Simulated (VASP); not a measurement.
**HfO2: single point with PBE**

HfO2:

```xyz
18
Lattice="-5.2801 -2.6401 -2.6401 -2.6401 -5.2801 2.6401 -5.2801 2.6401 2.6401" Properties=species:S:1:pos:R:3 pbc="T T T"
Hf   -5.3494   -5.2687    0.1077
Hf   -2.1942   -2.6919    0.1568
Hf    0.1238    0.2599    0.2186
Hf   -8.0203   -2.3762   -0.1174
Hf   -8.0285   -5.2766    2.4714
Hf   -5.1938   -2.6770    2.5076
O    -3.8447   -3.9474    1.4198
O    -6.5949   -3.9269   -1.2146
O    -4.3852   -0.7254   -1.4491
O    -6.9158   -1.1065    1.2571
O    -6.6478   -3.5393    4.3836
O    -8.9973   -3.5421    1.5934
O    -6.2825   -3.7524    1.3920
O    -4.3294   -1.2036    1.4608
O    -6.7981   -1.3146   -1.2889
O    -9.3022   -0.6692    1.5404
O    -6.6640    1.4599    1.3976
O    -6.4251   -1.1644    4.0195
```

This cell differs from its parent crystal: dynamics (nvt langevin) at 2600 K, volume x 1.1, from the last frame before.

- Program: VASP 6.6.1
- Task: single point
- Functional: PBE
- Potentials or basis: VASP PAW PBE potentials, release 64 (Hf_pv, O)
- Cutoff: 520 eV
- k mesh: 2 × 2 × 2, shifted
- Occupations: fermi-dirac, width 0.2241 eV
- Spin: no spin polarisation
- Dipole correction: no
- Further INCAR settings: LREAL = Auto; ALGO = Normal; EDIFF = 1e-06; NBANDS = 81; ISYM = -1

```
Pressure               : -4.4 GPa
Largest force          : 8.223 eV/Å
Band gap on the k mesh : 3.15 eV (least direct gap 3.18 eV)
```

Forces on the atoms (eV/Å):
```
Hf   2.826  1.959  0.548
Hf  -3.754  1.261 -1.157
Hf  -1.852 -1.957 -1.200
Hf  -1.495 -0.373  2.136
Hf  -4.513  3.776  5.743
Hf   0.486 -0.096  0.509
O    1.187  1.506  0.511
O   -0.783  0.870  0.430
O    3.465 -2.241 -3.717
O    1.776 -1.834 -1.445
O    1.591 -3.047 -2.282
O    0.370 -0.691 -1.330
O   -1.569 -0.567 -0.114
O    1.370  1.830 -0.830
O    1.106  1.559 -0.434
O    0.020 -0.195  1.476
O   -1.574 -0.866  0.903
O    1.344 -0.892  0.254
```

Stress tensor (GPa, compression positive):
```
-4.35 -1.20 -2.49
-1.20 -6.03  4.60
-2.49  4.60 -2.85
```

Levels at points of the mesh, in eV from the valence-band top:
```
           k point  band 64  band 65  band 66  band 67  band 68  band 69
(0.25, 0.25, 0.25)    -0.58    -0.38    -0.03     3.15     3.56     3.61
```

Wall time 3.1 min on 1 thread of Intel(R) Xeon(R) Platinum 8488C (Sapphire Rapids), on a shared host, peak memory 0.33 GiB.

Caveat: the cell stands under tension; the atoms stand as in a frame of molecular dynamics; spin-orbit coupling is left out, which moves the levels of the heavy elements; a shifted mesh leaves out Γ, where band edges can lie; forces of over 1 eV/Å act on the atoms, so gaps and moduli don't describe the material at rest. A k mesh can miss the band edges.
